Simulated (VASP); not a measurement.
Here is a VASP 6.6.1 calculation.

File INCAR:

```
PREC = Accurate ; ENCUT = 520
EDIFF = 1E-6 ; ISMEAR = 0
SIGMA = 0.1 ; LREAL = False
LASPH = True ; NELM = 100
ALGO = Normal ; ISIF = 2
LWAVE = False ; LCHARG = False
GGA = PS ; NBANDS = 20
```

KPOINTS

```
regular mesh
0
Gamma
  6 6 4
```

File POSCAR:

```
Se
1.0
    4.2193493202      0.0000000000      0.0000000000
   -2.1096746601      3.6540636988      0.0000000000
    0.0000000000      0.0000000000      6.9619263783
Se
4
Direct
    0.3333333333      0.6666666667      0.4375000000
    0.6666666667      0.3333333333      0.9375000000
    0.6666666667      0.3333333333      0.5625000000
    0.3333333333      0.6666666667      0.0625000000
```

Potentials or basis: VASP PAW PBE potentials, release 64 (Se).

Command:

```console
$ cat potpaw_PBE.64/Se/POTCAR > POTCAR
$ mpirun -np 1 vasp_std > vasp.out
```

Problem. Predict the band gap on the k mesh.

Solution. Zero (band 12 reaches 3.99 eV, above the bottom of band 13 at 2.50 eV).

Problem. Estimate the pressure.

Solution. 6.8 GPa.

Forces in eV/Å, atoms in the order of the input:
```
Se   0.000  0.000  0.678
Se   0.000  0.000  0.678
Se   0.000  0.000 -0.678
Se   0.000  0.000 -0.678
```

Caveat: the PAW data sets were made with another functional, which shifts forces and pressure a little.
